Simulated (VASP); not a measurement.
# Al (I4/mmm) in VASP: a series of runs

The runs below take Al through single point, with LDA.

All numbers are computed with VASP 6.6.1; they aren't measurements. Logs are shortened: lines on timing, memory, paths and dates and some standing lists are left out, and cuts for length are marked.

## 1. The cell of the first run

The structure is tetragonal, space group I4/mmm (No. 139). Conventional cell: a = 3.167 Å, b = 3.167 Å, c = 3.182 Å, α = 90.00°, β = 90.00°, γ = 90.00°. Within 3.6 Å of Al (site symmetry 4/mmm) lie 14 Al at 2.75 to 3.18 Å.

## 2. Single point, LDA (strain -0.0050 x Voigt [1, 1, 0, 0, 0, 0])

INCAR reads:

```
ALGO = Normal ; EDIFF = 1E-6
ENCUT = 520 ; ISIF = 2
ISMEAR = 1 ; LASPH = True
LCHARG = False ; LREAL = False
LWAVE = False ; NBANDS = 8
NELM = 60 ; PREC = Accurate
SIGMA = 0.2
```

KPOINTS reads:

```
k-points
0
Gamma
  20 20 20
```

POSCAR reads:

```
Al
1.0
   -1.5832625966      1.5832625966      1.5912186900
    1.5832625966     -1.5832625966      1.5912186900
    1.5832625966      1.5832625966     -1.5912186900
Al
1
Direct
    0.0000000000      0.0000000000      0.0000000000
```

Potentials or basis: VASP PAW LDA potentials, release 64 (Al).

Command:

```
cat potpaw_LDA.64/Al/POTCAR > POTCAR
mpirun -np 1 vasp_std > vasp.out
```

OUTCAR:

```text
EDIFF = 1E-6
   ENCUT = 520
   ISIF = 2
   ISMEAR = 1
   LASPH = True
   LREAL = False
   NELM = 60
   PREC = Accurate

 ion  position               nearest neighbor table
   1  0.000  0.000  0.000-

  LATTYP: Found a body centered tetragonal cell.
 ALAT       =     3.1665251932
 C/A-ratio  =     1.0050251256

  Lattice vectors:

 A1 = (  -1.5832625966,   1.5832625966,   1.5912186900)
 A2 = (   1.5832625966,  -1.5832625966,   1.5912186900)
 A3 = (   1.5832625966,   1.5832625966,  -1.5912186900)

Analysis of symmetry for initial positions (statically):
=====================================================================
 Subroutine PRICEL returns:
 Original cell was already a primitive cell.

 Routine SETGRP: Setting up the symmetry group for a
 body centered tetragonal supercell.

 Subroutine GETGRP returns: Found 16 space group operations
 (whereof 16 operations were pure point group operations)
 out of a pool of 16 trial point group operations.

The static configuration has the point symmetry D_4h.

Analysis of symmetry for dynamics (positions and initial velocities):
=====================================================================
 Subroutine PRICEL returns:
 Original cell was already a primitive cell.

 Routine SETGRP: Setting up the symmetry group for a
 body centered tetragonal supercell.

 Subroutine GETGRP returns: Found 16 space group operations
 (whereof 16 operations were pure point group operations)
 out of a pool of 16 trial point group operations.

The dynamic configuration has the point symmetry D_4h.

 Subroutine INISYM returns: Found 16 space group operations
 (whereof 16 operations are pure point group operations),
 and found     1 'primitive' translations

----------------------------------------------------------------------------------------

                                     Primitive cell

  volume of cell :      15.9550

  direct lattice vectors                    reciprocal lattice vectors
    -1.583262597  1.583262597  1.591218690     0.000000000  0.315803582  0.314224565
     1.583262597 -1.583262597  1.591218690     0.315803582  0.000000000  0.314224565
     1.583262597  1.583262597 -1.591218690     0.315803582  0.315803582  0.000000000

  length of vectors
     2.746892393  2.746892393  2.746892393     0.445498574  0.445498574  0.446613709

  position of ions in fractional coordinates (direct lattice)
     0.000000000  0.000000000  0.000000000

  ion indices of the primitive-cell ions
   primitive index   ion index
                 1           1

----------------------------------------------------------------------------------------

 KPOINTS: k-points

Automatic generation of k-mesh.
 Grid dimensions read from file:
 generate k-points for:   20   20   20

 Generating k-lattice:

  Cartesian coordinates                     Fractional coordinates (reciprocal lattice)
     0.000000000  0.015790179  0.015711228     0.050000000  0.000000000 -0.000000000
     0.015790179  0.000000000  0.015711228     0.000000000  0.050000000 -0.000000000
     0.015790179  0.015790179  0.000000000     0.000000000  0.000000000  0.050000000

  Length of vectors
     0.022274929  0.022274929  0.022330685

  Shift w.r.t. Gamma in fractional coordinates (k-lattice)
     0.000000000  0.000000000  0.000000000

 Subroutine IBZKPT returns following result:
 ===========================================

 Found    641 irreducible k-points:

 Following reciprocal coordinates:
            Coordinates               Weight
  0.000000  0.000000  0.000000      1.000000
  0.050000  0.000000 -0.000000      8.000000
  0.100000 -0.000000  0.000000      8.000000
  0.150000 -0.000000  0.000000      8.000000
  0.200000 -0.000000  0.000000      8.000000
  0.250000 -0.000000  0.000000      8.000000
[... 16 lines left out ...]
 -0.400000  0.050000 -0.000000     16.000000
 -0.350000  0.050000  0.000000     16.000000
 [... further k-points ...]
   k-points           NKPTS =    641   k-points in BZ     NKDIM =    641   number of bands    NBANDS=      8
   number of dos      NEDOS =    301   number of ions     NIONS =      1
   total plane-waves  NPLWV =   8000
   dimension x,y,z NGX =    20 NGY =   20 NGZ =   20
   dimension x,y,z NGXF=    40 NGYF=   40 NGZF=   40
   ions per type =               1
   NGX,Y,Z   is equivalent  to a cutoff of  12.10, 12.10, 12.10 a.u.
   NGXF,Y,Z  is equivalent  to a cutoff of  24.21, 24.21, 24.21 a.u.
 SYSTEM =  unknown system
   PREC   = accura    normal or accurate (medium, high low for compatibility)
   ISTART =      0    job   : 0-new  1-cont  2-samecut
   ICHARG =      2    charge: 1-file 2-atom 10-const
   ISPIN  =      1    spin polarized calculation?
   LNONCOLLINEAR =      F non collinear calculations
   LSORBIT =      F    spin-orbit coupling
   LASPH  =      T    aspherical Exc in radial PAW
   ENCUT  =  520.0 eV  38.22 Ry    6.18 a.u.   5.11  5.11  5.11*2*pi/ulx,y,z
   NELM   =     60;   NELMIN=  2; NELMDL= -5     # of ELM steps
   EDIFF  = 0.1E-05   stopping-criterion for ELM
   LREAL  =      F    real-space projection
   EDIFFG = 0.1E-04   stopping-criterion for IOM
   NSW    =      0    number of steps for IOM
   IBRION =     -1    ionic relax: 0-MD 1-quasi-New 2-CG
   NFREE  =      0    steps in history (QN), initial steepest desc. (CG)
   ISIF   =      2    stress and relaxation
   ISYM   =      2    0-nonsym 1-usesym 2-fastsym
   POTIM  = 0.5000    time-step for ionic-motion
   TEBEG  =    0.0;   TEEND  =   0.0 temperature during run
   PSTRESS=    0.0 pullay stress
   NELECT =       3.0000    total number of electrons
   NUPDOWN=      -1.0000    fix difference up-down
   EMIN   =  10.00;   EMAX   =-10.00  energy-range for DOS
   EFERMI =   0.00;   METHOD = LEGACY
   ISMEAR =     1;   SIGMA  =   0.20  broadening in eV -4-tet -1-fermi 0-gaus
   EFERMI_NEDOS =   21; number of points for ismear=-14 and -15
   IALGO  =     38    algorithm
   IMIX   =      4    mixing-type and parameters
     AMIX     =   0.40;   BMIX     =  1.00
     AMIX_MAG =   1.60;   BMIX_MAG =  1.00
  volume/ion in A,a.u.               =      15.95       107.67
  Fermi-wavevector in a.u.,A,eV,Ry     =   0.937886  1.772347 11.968091  0.879630
  Thomas-Fermi vector in A             =   2.065042
   LORBIT       =      0    0 simple, 1 ext, 2 COOP (PROOUT), +10 PAW based schemes
   GGA     = CA    functional components
   LHFCALC =     F    Hartree Fock is set to
   AEXX    =    0.0000 exact exchange contribution
   IVDW    =     0    specifies the selected vdW correction
   LEPSILON=     F    determine dielectric tensor
   LRPA    =     F    only Hartree local field effects (RPA)
 non-spin polarized calculation
 Methfessel and Paxton  Order N= 1 SIGMA  =   0.20
  energy-cutoff  :      520.00
  volume of cell :       15.95
 maximum number of plane-waves:       445
   NGX = 11   NGY = 11   NGZ = 11

 number of electron       3.0000000 magnetization

 Free energy of the ion-electron system (eV)
  ---------------------------------------------------
  ext. energy  EPLUGINS =         0.00000000
  ---------------------------------------------------
  free energy    TOTEN  =        -4.08955237 eV

  energy without entropy =       -4.08926851  energy(sigma->0) =       -4.08945775

 E-fermi :   8.1569     XC(G=0): -10.4723

 val. band max:        8.1544161553   @ k =  -0.2500  -0.3000   0.0500
 cond. band min:       8.1639374027   @ k =  -0.4000   0.4000   0.2000
 fundamental gap:      0.0095212474
 Fermi energy:         8.1568585648

 k-point     1 :       0.0000    0.0000    0.0000
  band No.  band energies     occupation
      1      -3.1841      2.00000
      2      21.5024      0.00000
      3      21.5024      0.00000
      4      21.6203      0.00000
      5      23.0332      0.00000
      6      23.0837      0.00000
      7      23.0837      0.00000
      8      24.6169      0.00000

 k-point     2 :       0.0500    0.0000   -0.0000
  band No.  band energies     occupation
      1      -3.1108      2.00000
      2      20.5379      0.00000
      3      20.9702      0.00000
      4      21.2711      0.00000
      5      22.7580      0.00000
      6      23.4751      0.00000
      7      23.7857      0.00000
      8      23.9810      0.00000

 k-point     3 :       0.1000   -0.0000    0.0000
  band No.  band energies     occupation
      1      -2.8912      2.00000
      2      18.6734      0.00000
      3      20.0834      0.00000
      4      20.5661      0.00000
      5      22.0708      0.00000
      6      23.1462      0.00000
      7      24.0751      0.00000
      8      24.8344      0.00000

 k-point     4 :       0.1500   -0.0000    0.0000
  band No.  band energies     occupation
      1      -2.5259      2.00000
      2      16.5939      0.00000
      3      19.2480      0.00000
      4      19.7451      0.00000
      5      21.2886      0.00000
      6      22.4440      0.00000
      7      24.6759      0.00000
      8      25.0862      0.00000

 k-point     5 :       0.2000   -0.0000    0.0000
  band No.  band energies     occupation
      1      -2.0162      2.00000
      2      14.5077      0.00000
      3      18.5130      0.00000
      4      18.9481      0.00000
      5      20.5450      0.00000
      6      21.8105      0.00000
      7      25.3293      0.00000
      8      25.4698      0.00000
[... 177 lines left out ...]
 k-point    22 :      -0.4500    0.0500    0.0000
  band No.  band energies     occupation
      1       2.0658      2.00000
      2       6.2781      2.00000
      3      15.4703      0.00000
      4      16.7445      0.00000
      5      19.0012      0.00000
      6      20.6403      0.00000
      7      27.6893      0.00000
      8      29.8209      0.00000

 k-point    23 :      -0.4000    0.0500   -0.0000
  band No.  band energies     occupation
      1       0.9344      2.00000
      2       7.9183      2.07059
      3      15.7328      0.00000
      4      16.9840      0.00000
      5      19.2599      0.00000
      6      20.8610      0.00000
      7      26.8241      0.00000
      8      29.1127      0.00000

 k-point    24 :      -0.3500    0.0500    0.0000
  band No.  band energies     occupation
      1      -0.0651      2.00000
      2       9.6793     -0.00000
      3      16.1212      0.00000
      4      17.3461      0.00000
      5      19.6422      0.00000
      6      21.1828      0.00000
      7      26.0219      0.00000
      8      28.2575      0.00000

 [... further k-points ...]
[... 5 lines left out ...]
  --------------------------------------------------------------------------------------
  -------------------------------------------------------------------------------------
  Total        0.1188460      0.1188460      0.1487660      0.0000000      0.0000000      0.0000000
  in kB       11.9343712     11.9343712     14.9389009      0.0000000      0.0000000      0.0000000
  external PRESSURE =      12.9358811 kB  Pullay stress =       0.0000000 kB

 VOLUME and BASIS-vectors are now :
 -----------------------------------------------------------------------------
  energy-cutoff  :      520.00
  volume of cell :       15.95
      direct lattice vectors                 reciprocal lattice vectors
    -1.583262597  1.583262597  1.591218690     0.000000000  0.315803582  0.314224565
     1.583262597 -1.583262597  1.591218690     0.315803582  0.000000000  0.314224565
     1.583262597  1.583262597 -1.591218690     0.315803582  0.315803582  0.000000000

 POSITION                                       TOTAL-FORCE (eV/Angst)
 -----------------------------------------------------------------------------------
      0.00000      0.00000      0.00000        -0.000000      0.000000     -0.000000
 -----------------------------------------------------------------------------------
    total drift:                                0.000000      0.000000     -0.000000

  FREE ENERGIE OF THE ION-ELECTRON SYSTEM (eV)
  ---------------------------------------------------
  free  energy   TOTEN  =        -4.0895523660 eV

  energy  without entropy=       -4.0892685137  energy(sigma->0) =       -4.08945775
```

Wall time 17 s (1 thread of Intel Xeon 6975P-C (Granite Rapids), shared host); peak memory 0.17 GiB.

Results:

| Quantity | Value |
| --- | --- |
| Free energy | -4.0896 eV |
| Pressure | 1.3 GPa |

Caveat: the cell differs from its parent crystal (strain -0.0050 x Voigt [1, 1, 0, 0, 0, 0]).

## 3. Single point, LDA (strain +0.0050 x Voigt [1, 1, 0, 0, 0, 0])

INCAR reads:

```
SYSTEM = Al
  PREC = Accurate
  ENCUT = 520
  EDIFF = 1E-7
  ISMEAR = 1
  SIGMA = 0.2
  LREAL = .FALSE.
  LASPH = .TRUE.
  NELM = 80
  ALGO = Normal
  ISIF = 2
  LWAVE = .FALSE.
  LCHARG = .FALSE.
  GGA = CA
  NBANDS = 8
```

KPOINTS reads:

```
regular mesh
0
G
  20 20 20
  0 0 0
```

POSCAR reads:

```
Al
1.0
   -1.5991747834      1.5991747834      1.5912186900
    1.5991747834     -1.5991747834      1.5912186900
    1.5991747834      1.5991747834     -1.5912186900
Al
1
Direct
    0.0000000000      0.0000000000      0.0000000000
```

Potentials or basis: VASP PAW LDA potentials, release 64 (Al).

Command:

```
cat potpaw_LDA.64/Al/POTCAR > POTCAR
mpirun -np 1 vasp_std > vasp.out
```

OUTCAR:

```text
SYSTEM = Al
   PREC = Accurate
   ENCUT = 520
   EDIFF = 1E-7
   ISMEAR = 1
   LREAL = .FALSE.
   LASPH = .TRUE.
   NELM = 80
   ISIF = 2
   GGA = CA

 ion  position               nearest neighbor table
   1  0.000  0.000  0.000-

  LATTYP: Found a body centered tetragonal cell.
 ALAT       =     3.1983495668
 C/A-ratio  =     0.9950248757

  Lattice vectors:

 A1 = (  -1.5991747834,   1.5991747834,   1.5912186900)
 A2 = (   1.5991747834,  -1.5991747834,   1.5912186900)
 A3 = (   1.5991747834,   1.5991747834,  -1.5912186900)
[... 444 lines left out ...]

 [... further k-points ...]

------------------------ aborting loop because EDIFF is reached ----------------------------------------

  FORCE on cell =-STRESS in cart. coord.  units (eV):
  Direction    XX          YY          ZZ          XY          YZ          ZX
  --------------------------------------------------------------------------------------
  -------------------------------------------------------------------------------------
  Total       -0.0160330     -0.0160330     -0.0393346      0.0000000      0.0000000      0.0000000
  in kB       -1.5781315     -1.5781315     -3.8717203      0.0000000      0.0000000      0.0000000
  external PRESSURE =      -2.3426611 kB  Pullay stress =       0.0000000 kB

 VOLUME and BASIS-vectors are now :
 -----------------------------------------------------------------------------
  energy-cutoff  :      520.00
  volume of cell :       16.28
      direct lattice vectors                 reciprocal lattice vectors
    -1.599174783  1.599174783  1.591218690     0.000000000  0.312661258  0.314224565
     1.599174783 -1.599174783  1.591218690     0.312661258  0.000000000  0.314224565
     1.599174783  1.599174783 -1.591218690     0.312661258  0.312661258  0.000000000

 POSITION                                       TOTAL-FORCE (eV/Angst)
 -----------------------------------------------------------------------------------
      0.00000      0.00000      0.00000         0.000000     -0.000000      0.000000
 -----------------------------------------------------------------------------------
    total drift:                                0.000000     -0.000000     -0.000000

  FREE ENERGIE OF THE ION-ELECTRON SYSTEM (eV)
  ---------------------------------------------------
  free  energy   TOTEN  =        -4.0906000680 eV

  energy  without entropy=       -4.0905135226  energy(sigma->0) =       -4.09057122
```

stdout:

```text
POSCAR found type information on POSCAR Al
 POSCAR found :  1 types and       1 ions
 scaLAPACK will be used
 LDA part: xc-table for (Slater(with rela. corr.)+CA(PZ))
 , standard interpolation
 POSCAR, INCAR and KPOINTS ok, starting setup
 FFT: planning ... GRIDC
 FFT: planning ... GRID_SOFT
 FFT: planning ... GRID
 WAVECAR not read
 entering main loop
```

Wall time 17 s (1 thread of Intel Xeon 6975P-C (Granite Rapids), shared host); peak memory 0.17 GiB.

Results:

```
Free energy : -4.0906 eV
Pressure    : -0.2 GPa
```

Caveat: the cell differs from its parent crystal (strain +0.0050 x Voigt [1, 1, 0, 0, 0, 0]).

(Continued in part 2 of 2.)
